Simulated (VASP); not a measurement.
Input of a VASP 6.6.1 run:

File INCAR:

```
PREC = Accurate ; ENCUT = 600
EDIFF = 1E-7 ; ISMEAR = 0
SIGMA = 0.1 ; LREAL = F
LASPH = T ; NELM = 80
ALGO = Normal ; ISIF = 3
LWAVE = F ; LCHARG = F
GGA = PE ; IBRION = 2
NSW = 90 ; EDIFFG = -0.04
```

The input KPOINTS:

```
Automatic mesh
0
Gamma
  4 4 4
```

Contents of POSCAR:

```
K2Ge
1.0
    4.4367343600      0.0000000000      0.0000000000
    0.0000000000      4.4367343600      0.0000000000
    0.0000000000      0.0000000000      5.5908928200
K Ge
2 1
Direct
    0.0000000000      0.5000000000      0.5000000000
    0.5000000000      0.0000000000      0.5000000000
    0.5000000000      0.5000000000      0.0000000000
```

Potentials or basis: VASP PAW PBE potentials, release 64 (K_sv, Ge_d).

Launch:

```console
$ cat potpaw_PBE.64/K_sv/POTCAR potpaw_PBE.64/Ge_d/POTCAR > POTCAR
$ mpirun -np 1 vasp_std > vasp.out
```

Task: Predict the band gap on the k mesh.

Result: Zero (band 16 reaches 1.63 eV, above the bottom of band 17 at 0.46 eV).

Task: Estimate the relaxed cell.

Result: a = 6.152 Å, b = 6.152 Å, c = 3.308 Å, α = 90.00°, β = 90.00°, γ = 90.00°.

Task: Predict the relaxed volume.

Result: 41.73 Å³/atom.

Task: What does it give for the space group after relaxing (to 0.05 Å)?

Result: P4/mmm (No. 123).

Step by step:
```tsv
step	energy change (eV)	largest force (eV/Å)	pressure (GPa)	volume (Å³)
1	0.0000	0.0000	1.75	110.05
2	-0.3231	0.0000	1.11	116.28
3	-0.9601	0.0000	0.05	132.70
4	-1.1285	0.0000	-1.55	150.26
5	-1.1055	0.0000	-0.51	144.44
6	-1.1132	0.0000	-0.56	145.16
7	-1.1647	0.0000	-1.00	148.46
8	-1.1331	0.0000	-0.70	146.48
9	-1.1521	0.0000	-0.84	147.54
10	-1.2245	0.0000	-0.39	136.18
11	-1.2523	0.0000	0.10	127.43
12	-1.2544	0.0000	0.33	124.24
13	-1.2640	0.0000	0.05	125.19
```
